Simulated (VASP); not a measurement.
Set up this calculation in VASP 6.6.1, as the native input.

```
Task                   : single point
Functional             : PBE
Potentials or basis    : VASP PAW PBE potentials, release 64 (Mg, Cd, O)
Cutoff                 : 520 eV
k mesh                 : 6 × 6 × 2
Occupations            : gaussian, width 0.1 eV
Spin                   : no spin polarisation
Dipole correction      : no
Further INCAR settings : ALGO = Normal; EDIFF = 1e-06; NBANDS = 26
```

The structure of Mg2CdO3 lies in POSCAR:

```
Mg2CdO3
1.0
    3.4243900100      0.0000000000      0.0000000000
   -1.7121950100      2.9656087400      0.0000000000
    0.0000000000      0.0000000000      8.3880082100
Mg Cd O
2 1 3
Direct
    0.6666666700      0.3333333300      0.8333333300
    0.3333333300      0.6666666700      0.1666666700
    0.0000000000      0.0000000000      0.5000000000
    0.3333333300      0.6666666700      0.6666666700
    0.6666666700      0.3333333300      0.3333333300
    0.0000000000      0.0000000000      0.0000000000
```

These files were run (other wordings do the same):

INCAR

```
SYSTEM = Mg2CdO3
PREC = Accurate
ENCUT = 520
EDIFF = 1E-6
ISMEAR = 0
SIGMA = 0.1
LREAL = .False.
LASPH = .True.
NELM = 100
ALGO = Normal
ISIF = 2
LWAVE = .False.
LCHARG = .False.
GGA = PE
NBANDS = 26
```

KPOINTS

```
Automatic mesh
0
Gamma
  6 6 2
  0 0 0
```

Potentials or basis: VASP PAW PBE potentials, release 64 (Mg, Cd, O).

The run is started by

```bash
$ cat potpaw_PBE.64/Mg/POTCAR potpaw_PBE.64/Cd/POTCAR potpaw_PBE.64/O/POTCAR > POTCAR
$ mpirun -np 1 vasp_std > vasp.out
```

Results of the run:

The pressure is -19.2 GPa, the largest force is 1.288 eV/Å and the band gap on the k mesh is 0.78 eV (least direct gap 0.80 eV).

Caveat: the cell stands under tension; semilocal functionals underestimate gaps, and a narrow one can read as zero; forces of over 1 eV/Å act on the atoms, so gaps and moduli don't describe the material at rest.

Wall time 24 s on 1 thread of Intel(R) Xeon(R) Platinum 8488C (Sapphire Rapids) (shared host), peak memory 0.22 GiB.
